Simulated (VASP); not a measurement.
Input of a VASP 6.6.1 run:

The input INCAR:

```
PREC = Accurate ; ENCUT = 520
EDIFF = 1E-6 ; ISMEAR = 0
SIGMA = 0.05 ; LREAL = Auto
LASPH = T ; NELM = 100
ALGO = Normal ; ISIF = 2
LWAVE = F ; LCHARG = F
LDIPOL = T ; IDIPOL = 3
DIPOL = 0.5 0.5 0.314 ; GGA = PE
NBANDS = 72
```

The input KPOINTS:

```
Automatic mesh
0
Gamma
  5 5 1
```

Contents of POSCAR:

```
Mg6NO6
1.0
    6.0171792582      0.0000000000      0.0000000000
    0.0000000000      6.0171792582      0.0000000000
    0.0000000000      0.0000000000     20.8799623436
Mg O N
12 12 2
Direct
    0.2500000000      0.2500000000      0.1915712267
    0.2500000000      0.7500000000      0.1915712267
    0.7500000000      0.2500000000      0.1915712267
    0.7500000000      0.7500000000      0.1915712267
    0.0000000000      0.0000000000      0.2936999204
    0.0000000000      0.5000000000      0.2936999204
    0.5000000000      0.0000000000      0.2936999204
    0.5000000000      0.5000000000      0.2936999204
    0.2500000000      0.2500000000      0.3942063725
    0.2500000000      0.7500000000      0.3942063725
    0.7500000000      0.2500000000      0.3942063725
    0.7500000000      0.7500000000      0.3942063725
    0.0000000000      0.0000000000      0.1915712267
    0.0000000000      0.5000000000      0.1915712267
    0.5000000000      0.0000000000      0.1915712267
    0.5000000000      0.5000000000      0.1915712267
    0.2500000000      0.2500000000      0.2932336620
    0.2500000000      0.7500000000      0.2932336620
    0.7500000000      0.2500000000      0.2932336620
    0.7500000000      0.7500000000      0.2932336620
    0.0000000000      0.0000000000      0.3965506358
    0.0000000000      0.5000000000      0.3965506358
    0.5000000000      0.0000000000      0.3965506358
    0.5000000000      0.5000000000      0.3965506358
    0.1875000000      0.2500000000      0.5311894669
    0.1875000000      0.2500000000      0.5839797968
```

Potentials or basis: VASP PAW PBE potentials, release 64 (Mg, O, N).

Command:

```bash
$ cat potpaw_PBE.64/Mg/POTCAR potpaw_PBE.64/O/POTCAR potpaw_PBE.64/N/POTCAR > POTCAR
$ mpirun -np 1 vasp_std > vasp.out
```

What does it give for the band gap on the k mesh?

2.94 eV (least direct gap 2.98 eV).

Estimate the largest force.

1.753 eV/Å.

Forces on the atoms (eV/Å):
```
Mg   0.000  0.000  0.451
Mg   0.000  0.000  0.452
Mg   0.000  0.000  0.452
Mg   0.000  0.000  0.455
Mg  -0.005 -0.006 -0.017
Mg  -0.005  0.006 -0.017
Mg   0.004 -0.003 -0.028
Mg   0.004  0.003 -0.028
Mg  -0.038  0.000  0.139
Mg  -0.013  0.000 -0.087
Mg   0.013  0.000 -0.087
Mg   0.015  0.000 -0.093
O    0.001  0.001 -0.423
O    0.001 -0.001 -0.423
O   -0.001  0.001 -0.424
O   -0.001 -0.001 -0.424
O    0.003  0.000  0.034
O    0.005  0.000  0.032
O   -0.004  0.000  0.033
O   -0.007  0.000  0.021
O   -0.040 -0.046 -0.024
O   -0.040  0.046 -0.024
O    0.019 -0.018  0.019
O    0.019  0.018  0.019
N    0.112  0.000 -1.750
N   -0.042  0.000  1.741
```

Caveat: the standard files for N, O and F lose accuracy on very short bonds.
